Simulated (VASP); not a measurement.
Set up this calculation in VASP 6.6.1, as the native input.

```yaml
Task: single point
Functional: BLYP
Potentials_or_basis: VASP PAW PBE potentials, release 64 (Se)
Cutoff: 520 eV
k_mesh: 9 × 9 × 9
Occupations: fermi-dirac, width 0.1 eV
Spin: no spin polarisation
Dipole_correction: no
Further_INCAR_settings: ALGO = Normal; EDIFF = 1e-07; NBANDS = 13
```

The structure of Se lies in POSCAR:

```
Se
1.0
    0.0000000000      3.2464690044      3.2464690044
    3.2464690044      0.0000000000      3.2464690044
    3.2464690044      3.2464690044      0.0000000000
Se
2
Direct
    0.1250000000      0.1250000000      0.1250000000
    0.8750000000      0.8750000000      0.8750000000
```

The input as run:

INCAR

```
SYSTEM = Se
PREC = Accurate ; ENCUT = 520
EDIFF = 1E-7 ; ISMEAR = -1
SIGMA = 0.1 ; LREAL = .False.
LASPH = .True. ; NELM = 100
ALGO = Normal ; ISIF = 2
LWAVE = .False. ; LCHARG = .False.
GGA = B5 ; ALDAX = 1.0
AGGAX = 1.0 ; AGGAC = 1.0
ALDAC = 0.0 ; NBANDS = 13
```

KPOINTS

```
Automatic mesh
0
Gamma
  9 9 9
  0 0 0
```

Potentials or basis: VASP PAW PBE potentials, release 64 (Se).

Run with:

```sh
$ cat potpaw_PBE.64/Se/POTCAR > POTCAR
$ mpirun -np 1 vasp_std > vasp.out
```

It gave:

```yaml
Pressure: 0.1 GPa
Band_gap_on_the_k_mesh: zero (band 6 reaches 2.02 eV, above the bottom of band 7 at 1.09 eV)
```

Caveat: the PAW data sets were made with another functional, which shifts forces and pressure a little.

Run time: 17 s on 1 thread of Intel(R) Xeon(R) 6975P-C (Granite Rapids), with other jobs on the host, peak memory 0.2 GiB.
